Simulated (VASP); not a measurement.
# As (R-3m) in VASP: a series of runs

As is run at these levels: PBE+D3(BJ); tasks: single point.

Everything below comes from runs of VASP 6.6.1. Logs are shortened: lines on timing, memory, paths and dates and some standing lists are left out, and cuts for length are marked.

## (1) The cell of the first run

Symmetry: R-3m, No. 166, trigonal system. The conventional cell has a = 3.689 Å, b = 3.689 Å, c = 9.349 Å, α = 90.00°, β = 90.00°, γ = 120.00°. Within 3.3 Å of As (site symmetry 3m) lie 6 As at 2.49 to 2.80 Å.

## (2) Single point, PBE+D3(BJ) (18.37 Å³/atom)

The input, INCAR:

```
SYSTEM = As
PREC = Accurate
ENCUT = 510
EDIFF = 1E-6
ISMEAR = 0
SIGMA = 0.1
LREAL = .False.
LASPH = .True.
NELM = 120
ALGO = Normal
ISIF = 2
LWAVE = .False.
LCHARG = .False.
GGA = PE
IVDW = 12
NBANDS = 22
GGA_COMPAT = .False.
```

The input, KPOINTS:

```
Automatic mesh
0
Gamma
  12 12 12
  0 0 0
```

The input, POSCAR:

```
As
1.0
    1.8447290854      1.0650548340      3.1162969755
   -1.8447290854      1.0650548340      3.1162969755
    0.0000000000     -2.1301096681      3.1162969755
As
2
Direct
    0.7639505788      0.7639505788      0.7639505788
    0.2360494212      0.2360494212      0.2360494212
```

Potentials or basis: VASP PAW PBE potentials, release 64 (As_d).

Command:

```sh
$ cat potpaw_PBE.64/As_d/POTCAR > POTCAR
$ mpirun -np 1 vasp_std > vasp.out
```

OUTCAR:

```text
SYSTEM = As
   PREC = Accurate
   ENCUT = 510
   EDIFF = 1E-6
   ISMEAR = 0
   LREAL = .False.
   LASPH = .True.
   NELM = 120
   ISIF = 2
   GGA = PE
   IVDW = 12
 IVDW          = 12

 ion  position               nearest neighbor table
   1  0.764  0.764  0.764-   2 2.49   2 2.49   2 2.49   2 2.80   2 2.80   2 2.80
   2  0.236  0.236  0.236-   1 2.49   1 2.49   1 2.49   1 2.80   1 2.80   1 2.80

  LATTYP: Found a trigonal (rhomboedric) cell.
 ALAT       =     3.7747415855
 COS(alpha) =     0.5223379538

  Lattice vectors:

 A1 = (   1.8447290854,   1.0650548340,   3.1162969755)
 A2 = (  -1.8447290854,   1.0650548340,   3.1162969755)
 A3 = (   0.0000000000,  -2.1301096681,   3.1162969755)

Analysis of symmetry for initial positions (statically):
=====================================================================
 Subroutine PRICEL returns:
 Original cell was already a primitive cell.

 Routine SETGRP: Setting up the symmetry group for a
 trigonal (rhombohedral) supercell.

 Subroutine GETGRP returns: Found 12 space group operations
 (whereof 12 operations were pure point group operations)
 out of a pool of 12 trial point group operations.

The static configuration has the point symmetry D_3d.

Analysis of symmetry for dynamics (positions and initial velocities):
=====================================================================
 Subroutine PRICEL returns:
 Original cell was already a primitive cell.

 Routine SETGRP: Setting up the symmetry group for a
 trigonal (rhombohedral) supercell.

 Subroutine GETGRP returns: Found 12 space group operations
 (whereof 12 operations were pure point group operations)
 out of a pool of 12 trial point group operations.

The dynamic configuration has the point symmetry D_3d.

 Subroutine INISYM returns: Found 12 space group operations
 (whereof 12 operations are pure point group operations),
 and found     1 'primitive' translations

----------------------------------------------------------------------------------------

                                     Primitive cell

  volume of cell :      36.7362

  direct lattice vectors                    reciprocal lattice vectors
     1.844729085  1.065054834  3.116296976     0.271042509  0.156486466  0.106964560
    -1.844729085  1.065054834  3.116296976    -0.271042509  0.156486466  0.106964560
     0.000000000 -2.130109668  3.116296976     0.000000000 -0.312972931  0.106964560

  length of vectors
     3.774741586  3.774741586  3.774741586     0.330746841  0.330746841  0.330746841

  position of ions in fractional coordinates (direct lattice)
     0.763950579  0.763950579  0.763950579
     0.236049421  0.236049421  0.236049421

  ion indices of the primitive-cell ions
   primitive index   ion index
                 1           1
                 2           2

----------------------------------------------------------------------------------------

 KPOINTS: Automatic mesh

Automatic generation of k-mesh.
 Grid dimensions read from file:
 generate k-points for:   12   12   12

 Generating k-lattice:

  Cartesian coordinates                     Fractional coordinates (reciprocal lattice)
     0.022586876  0.013040539  0.008913713     0.083333333  0.000000000  0.000000000
    -0.022586876  0.013040539  0.008913713     0.000000000  0.083333333  0.000000000
     0.000000000 -0.026081078  0.008913713    -0.000000000 -0.000000000  0.083333333

  Length of vectors
     0.027562237  0.027562237  0.027562237

  Shift w.r.t. Gamma in fractional coordinates (k-lattice)
     0.000000000  0.000000000  0.000000000

 Subroutine IBZKPT returns following result:
 ===========================================

 Found    189 irreducible k-points:

 Following reciprocal coordinates:
            Coordinates               Weight
  0.000000  0.000000  0.000000      1.000000
  0.083333  0.000000  0.000000      6.000000
  0.166667  0.000000  0.000000      6.000000
  0.250000  0.000000  0.000000      6.000000
  0.333333  0.000000  0.000000      6.000000
  0.416667  0.000000  0.000000      6.000000
[... 16 lines left out ...]
  0.500000  0.166667  0.000000     12.000000
 -0.416667  0.166667  0.000000     12.000000
 [... further k-points ...]
   k-points           NKPTS =    189   k-points in BZ     NKDIM =    189   number of bands    NBANDS=     22
   number of dos      NEDOS =    301   number of ions     NIONS =      2
   total plane-waves  NPLWV =  21952
   dimension x,y,z NGX =    28 NGY =   28 NGZ =   28
   dimension x,y,z NGXF=    56 NGYF=   56 NGZF=   56
   ions per type =               2
   NGX,Y,Z   is equivalent  to a cutoff of  12.33, 12.33, 12.33 a.u.
   NGXF,Y,Z  is equivalent  to a cutoff of  24.66, 24.66, 24.66 a.u.
 SYSTEM =  As
   PREC   = accura    normal or accurate (medium, high low for compatibility)
   ISTART =      0    job   : 0-new  1-cont  2-samecut
   ICHARG =      2    charge: 1-file 2-atom 10-const
   ISPIN  =      1    spin polarized calculation?
   LNONCOLLINEAR =      F non collinear calculations
   LSORBIT =      F    spin-orbit coupling
   LASPH  =      T    aspherical Exc in radial PAW
   ENCUT  =  510.0 eV  37.48 Ry    6.12 a.u.   6.95  6.95  6.95*2*pi/ulx,y,z
   NELM   =    120;   NELMIN=  2; NELMDL= -5     # of ELM steps
   EDIFF  = 0.1E-05   stopping-criterion for ELM
   LREAL  =      F    real-space projection
   EDIFFG = 0.1E-04   stopping-criterion for IOM
   NSW    =      0    number of steps for IOM
   IBRION =     -1    ionic relax: 0-MD 1-quasi-New 2-CG
   NFREE  =      0    steps in history (QN), initial steepest desc. (CG)
   ISIF   =      2    stress and relaxation
   ISYM   =      2    0-nonsym 1-usesym 2-fastsym
   POTIM  = 0.5000    time-step for ionic-motion
   TEBEG  =    0.0;   TEEND  =   0.0 temperature during run
   PSTRESS=    0.0 pullay stress
   NELECT =      30.0000    total number of electrons
   NUPDOWN=      -1.0000    fix difference up-down
   EMIN   =  10.00;   EMAX   =-10.00  energy-range for DOS
   EFERMI =   0.00;   METHOD = LEGACY
   ISMEAR =     0;   SIGMA  =   0.10  broadening in eV -4-tet -1-fermi 0-gaus
   EFERMI_NEDOS =   21; number of points for ismear=-14 and -15
   IALGO  =     38    algorithm
   IMIX   =      4    mixing-type and parameters
     AMIX     =   0.40;   BMIX     =  1.00
     AMIX_MAG =   1.60;   BMIX_MAG =  1.00
  volume/ion in A,a.u.               =      18.37       123.95
  Fermi-wavevector in a.u.,A,eV,Ry     =   1.530208  2.891673 31.858523  2.341535
  Thomas-Fermi vector in A             =   2.637722
   LORBIT       =      0    0 simple, 1 ext, 2 COOP (PROOUT), +10 PAW based schemes
   GGA     = PE    functional components
   LHFCALC =     F    Hartree Fock is set to
   AEXX    =    0.0000 exact exchange contribution
   IVDW    =    12    specifies the selected vdW correction
   LEPSILON=     F    determine dielectric tensor
   LRPA    =     F    only Hartree local field effects (RPA)
 non-spin polarized calculation
 Gauss-broadening in eV      SIGMA  =   0.10
  energy-cutoff  :      510.00
  volume of cell :       36.74
 maximum number of plane-waves:       978
   NGX = 13   NGY = 13   NGZ = 13

 number of electron      29.9999998 magnetization

 Free energy of the ion-electron system (eV)
  ---------------------------------------------------
  ext. energy  EPLUGINS =         0.00000000
  ---------------------------------------------------
  free energy    TOTEN  =        -9.07182560 eV

  energy without entropy =       -9.07048284  energy(sigma->0) =       -9.07115422

 E-fermi :   5.2233     XC(G=0): -11.5383

 val. band max:        5.2224911559   @ k =   0.4167   0.4167   0.4167
 cond. band min:       5.2514217237   @ k =   0.3333   0.0833   0.0833
 fundamental gap:      0.0289305678
 Fermi energy:         5.2233439606

 k-point     1 :       0.0000    0.0000    0.0000
  band No.  band energies     occupation
      1     -31.2018      2.00000
      2     -31.2018      2.00000
      3     -31.1395      2.00000
      4     -31.1395      2.00000
      5     -31.1195      2.00000
      6     -31.0544      2.00000
[... 14 lines left out ...]
     21      11.6964      0.00000
     22      13.7658      0.00000

 k-point     2 :       0.0833    0.0000    0.0000
  band No.  band energies     occupation
      1     -31.1993      2.00000
      2     -31.1988      2.00000
      3     -31.1383      2.00000
      4     -31.1377      2.00000
      5     -31.1181      2.00000
      6     -31.0558      2.00000
[... 14 lines left out ...]
     21      11.4403      0.00000
     22      14.5403      0.00000

 k-point     3 :       0.1667    0.0000    0.0000
  band No.  band energies     occupation
      1     -31.1923      2.00000
      2     -31.1900      2.00000
      3     -31.1349      2.00000
      4     -31.1327      2.00000
      5     -31.1141      2.00000
      6     -31.0597      2.00000
[... 14 lines left out ...]
     21      11.6928      0.00000
     22      16.2272      0.00000

 k-point     4 :       0.2500    0.0000    0.0000
  band No.  band energies     occupation
      1     -31.1816      2.00000
      2     -31.1761      2.00000
      3     -31.1298      2.00000
      4     -31.1248      2.00000
      5     -31.1078      2.00000
      6     -31.0660      2.00000
[... 14 lines left out ...]
     21      12.6767      0.00000
     22      18.3100      0.00000

 k-point     5 :       0.3333    0.0000    0.0000
  band No.  band energies     occupation
      1     -31.1691      2.00000
      2     -31.1585      2.00000
      3     -31.1239      2.00000
      4     -31.1148      2.00000
      5     -31.1001      2.00000
      6     -31.0741      2.00000
[... 417 lines left out ...]
 k-point    22 :       0.4167    0.1667    0.0000
  band No.  band energies     occupation
      1     -31.1782      2.00000
      2     -31.1391      2.00000
      3     -31.1232      2.00000
      4     -31.1132      2.00000
      5     -31.0935      2.00000
      6     -31.0851      2.00000
[... 14 lines left out ...]
     21      16.6762      0.00000
     22      17.8412      0.00000

 k-point    23 :       0.5000    0.1667    0.0000
  band No.  band energies     occupation
      1     -31.1683      2.00000
      2     -31.1290      2.00000
      3     -31.1143      2.00000
      4     -31.1114      2.00000
      5     -31.0934      2.00000
      6     -31.0883      2.00000
[... 14 lines left out ...]
     21      17.2457      0.00000
     22      17.6991      0.00000

 k-point    24 :      -0.4167    0.1667    0.0000
  band No.  band energies     occupation
      1     -31.1665      2.00000
      2     -31.1199      2.00000
      3     -31.1135      2.00000
      4     -31.1061      2.00000
      5     -31.0984      2.00000
      6     -31.0972      2.00000
[... 14 lines left out ...]
     21      15.3434      0.00000
     22      19.2677      0.00000

 [... further k-points ...]

------------------------ aborting loop because EDIFF is reached ----------------------------------------

 Edisp (eV)   -0.98658

 E8    (eV) :    -0.4171

  FORCE on cell =-STRESS in cart. coord.  units (eV):
  Direction    XX          YY          ZZ          XY          YZ          ZX
  --------------------------------------------------------------------------------------
  -------------------------------------------------------------------------------------
  Total       2.19724     2.19724     2.21118    -0.00000    -0.00000     0.00000
  in kB      95.82831    95.82831    96.43631    -0.00000    -0.00000     0.00000
  external pressure =       96.03 kB  Pullay stress =        0.00 kB

 VOLUME and BASIS-vectors are now :
 -----------------------------------------------------------------------------
  energy-cutoff  :      510.00
  volume of cell :       36.74
      direct lattice vectors                 reciprocal lattice vectors
     1.844729085  1.065054834  3.116296976     0.271042509  0.156486466  0.106964560
    -1.844729085  1.065054834  3.116296976    -0.271042509  0.156486466  0.106964560
     0.000000000 -2.130109668  3.116296976     0.000000000 -0.312972931  0.106964560

 POSITION                                       TOTAL-FORCE (eV/Angst)
 -----------------------------------------------------------------------------------
      0.00000     -0.00000      7.14209         0.000000      0.000000     -0.013360
      0.00000     -0.00000      2.20680         0.000000     -0.000000      0.013360
 -----------------------------------------------------------------------------------
    total drift:                                0.000000     -0.000000      0.000000

  FREE ENERGIE OF THE ION-ELECTRON SYSTEM (eV)
  ---------------------------------------------------
  free  energy   TOTEN  =       -10.0584020657 eV

  energy  without entropy=      -10.0570593121  energy(sigma->0) =      -10.05773069
```

Run time: 86 s. Hardware: 1 thread of Intel Xeon Platinum 8488C (Sapphire Rapids), shared host; peak memory 0.24 GiB.

What came out:

- Free energy: -10.0584 eV
- Pressure: 9.6 GPa
- Largest force: 0.013 eV/Å
- Band gap on the k mesh: zero (bands 15 and 16 overlap by 0.67 eV)
- Dispersion energy per atom: -0.493 eV

Forces on the atoms (eV/Å):
```
As   0.000  0.000 -0.013
As   0.000  0.000  0.013
```

Caveat: the cell stands under pressure.

## (3) Single point, PBE+D3(BJ) (20.25 Å³/atom)

This run uses another cell than the first one, of 20.25 Å³/atom.

The input, INCAR:

```
SYSTEM = As
PREC = Accurate
ENCUT = 510
EDIFF = 1E-6
ISMEAR = 0
SIGMA = 0.1
LREAL = .FALSE.
LASPH = .TRUE.
NELM = 120
ALGO = Normal
ISIF = 2
LWAVE = .FALSE.
LCHARG = .TRUE.
GGA = PE
IVDW = 12
LELF = .TRUE.
LVHAR = .TRUE.
NBANDS = 22
GGA_COMPAT = .FALSE.
```

The input, KPOINTS:

```
regular mesh
0
G
  12 12 12
  0 0 0
```

The input, POSCAR:

```
As
1.0
    1.8830772646      1.0871951656      3.2965283190
   -1.8830772646      1.0871951656      3.2965283190
    0.0000000000     -2.1743903312      3.2965283190
As
2
Direct
    0.7683126682      0.7683126682      0.7683126682
    0.2316873318      0.2316873318      0.2316873318
```

Potentials or basis: VASP PAW PBE potentials, release 64 (As_d).

Command:

```sh
$ cat potpaw_PBE.64/As_d/POTCAR > POTCAR
$ mpirun -np 1 vasp_std > vasp.out
```

It took 64 s on 1 thread of Intel Xeon Platinum 8559C (Emerald Rapids), shared host; peak memory 0.26 GiB.

The run converged. Its results:

| Property | Result |
| --- | --- |
| Free energy | -10.1858 eV |
| Pressure | 1.8 GPa |
| Largest force | 0.018 eV/Å |
| Band gap on the k mesh | zero (bands 15 and 16 overlap by 0.39 eV) |
| Dispersion energy per atom | -0.447 eV |

Forces on the atoms (eV/Å):
```
As   0.000  0.000 -0.018
As   0.000  0.000  0.018
```

Stress tensor (GPa, compression positive):
```
1.79 0.00 0.00
0.00 1.79 0.00
0.00 0.00 1.91
```

Levels at points of the mesh, in eV from the Fermi level:
| k point | band 13 | band 14 | band 15 | band 16 | band 17 | band 18 |
| --- | --- | --- | --- | --- | --- | --- |
| (0.00, 0.00, 0.00) | -2.42 | -2.19 | -2.19 | 2.27 | 3.22 | 3.22 |
| (0.50, 0.00, 0.00) | -2.58 | -2.34 | -0.34 | -0.30 | 0.25 | 0.68 |
| (0.50, 0.50, 0.00) | -6.61 | -4.54 | -4.49 | 1.56 | 5.90 | 6.77 |
| (0.50, 0.50, 0.50) | -1.79 | -1.79 | -0.63 | 0.17 | 0.17 | 1.47 |

[end of part 1 of 2]

The gap in the log of VASP goes by the Fermi energy; the results here count the filled bands.